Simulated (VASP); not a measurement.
# Mg: single point with r2SCAN

Crystal: Mg.

```
CELL_PARAMETERS angstrom
3.33395 0.00000 0.00000
-1.66697 2.88728 0.00000
0.00000 0.00000 10.08857
ATOMIC_POSITIONS crystal
Mg 0.00000 0.00000 0.00000
Mg 0.33333 0.66667 0.25000
Mg 0.00000 0.00000 0.50000
Mg 0.66667 0.33333 0.75000
```

This cell differs from its parent crystal: biaxial strain in the a-b plane: +4.5 %, then relaxed in part.

```yaml
Program: VASP 6.6.1
Task: single point
Functional: r2SCAN
Potentials_or_basis: VASP PAW PBE potentials, release 64 (Mg)
Cutoff: 520 eV
k_mesh: 18 × 18 × 6
Occupations: gaussian, width 0.1 eV
Spin: no spin polarisation
```

The pressure is -2.4 GPa and the band gap on the k mesh is zero (bands 4 and 5 overlap by 1.80 eV).

Stress tensor (GPa, compression positive):
```
-3.53  0.00  0.00
 0.00 -3.53  0.00
 0.00  0.00 -0.27
```

Levels at points of the mesh, in eV from the Fermi level:
```
           k point  band 1  band 2  band 3  band 4  band 5  band 6  band 7  band 8  band 9
(0.00, 0.00, 0.00)   -7.16   -5.60   -5.59   -1.42   -0.54    6.33    6.35   10.50   10.50
(0.50, 0.00, 0.00)   -2.46   -2.44   -1.24   -1.22   -0.60   -0.58    2.96    3.17    4.01
(0.00, 0.00, 0.50)   -6.77   -6.77   -3.67   -3.67    2.40    2.40   10.66   10.66   10.80
(0.50, 0.00, 0.50)   -2.14   -2.14   -2.01   -2.01    0.74    0.74    1.24    1.24    6.22
```

Run time: 7.2 min on 1 thread of AMD EPYC 9R45 96-Core Processor (Zen 5) (shared host), peak memory 0.32 GiB.

Caveat: the cell differs from its parent crystal (biaxial strain in the a-b plane: +4.5 %, then relaxed in part); the PAW data sets were made with another functional, which shifts forces and pressure a little.
